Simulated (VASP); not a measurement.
Set up this calculation in VASP 6.6.1, as the native input.

```
Task                   : single point
Functional             : r2SCAN
Potentials or basis    : VASP PAW PBE potentials, release 64 (Hf_pv, N)
Cutoff                 : 520 eV
k mesh                 : 8 × 8 × 8
Occupations            : gaussian, width 0.1 eV
Spin                   : no spin polarisation
Dipole correction      : no
Further INCAR settings : ALGO = Normal; EDIFF = 1e-06; NBANDS = 14
```

Crystal: HfN.

```xyz
2
Lattice="0.0000 2.2559 2.2559 2.2559 0.0000 2.2559 2.2559 2.2559 0.0000" Properties=species:S:1:pos:R:3 pbc="T T T"
Hf    0.0000    0.0000    0.0000
N     2.2559    2.2559    2.2559
```

The input as run:

POSCAR

```
HfN
1.0
    0.0000000000      2.2558601243      2.2558601243
    2.2558601243      0.0000000000      2.2558601243
    2.2558601243      2.2558601243      0.0000000000
Hf N
1 1
Direct
    0.0000000000      0.0000000000      0.0000000000
    0.5000000000      0.5000000000      0.5000000000
```

INCAR.step1

```
SYSTEM = HfN
PREC = Accurate ; ENCUT = 520
ISMEAR = 0 ; SIGMA = 0.1
LREAL = .False. ; LASPH = .True.
NELM = 80 ; NBANDS = 14
GGA = PE ; ALGO = Normal
EDIFF = 1E-4 ; LWAVE = .True.
LCHARG = .False.
```

INCAR.step2

```
SYSTEM = HfN
PREC = Accurate ; ENCUT = 520
EDIFF = 1E-6 ; ISMEAR = 0
SIGMA = 0.1 ; LREAL = .False.
LASPH = .True. ; NELM = 80
ALGO = Normal ; ISIF = 2
LWAVE = .False. ; LCHARG = .False.
METAGGA = R2SCAN ; LMIXTAU = .True.
NBANDS = 14 ; ISTART = 1
```

KPOINTS

```
regular mesh
0
Gamma
  8 8 8
  0 0 0
```

Potentials or basis: VASP PAW PBE potentials, release 64 (Hf_pv, N).

Run with:

```sh
$ cat potpaw_PBE.64/Hf_pv/POTCAR potpaw_PBE.64/N/POTCAR > POTCAR
$ cp INCAR.step1 INCAR
$ mpirun -np 1 vasp_std > vasp.out
$ cp INCAR.step2 INCAR
$ mpirun -np 1 vasp_std > vasp.out
```

It gave:

```
Pressure : 0.1 GPa
```

Caveat: the PAW data sets were made with another functional, which shifts forces and pressure a little.

It took 17 s on 1 thread of Intel(R) Xeon(R) 6975P-C (Granite Rapids), with other jobs on the host, peak memory 0.15 GiB.
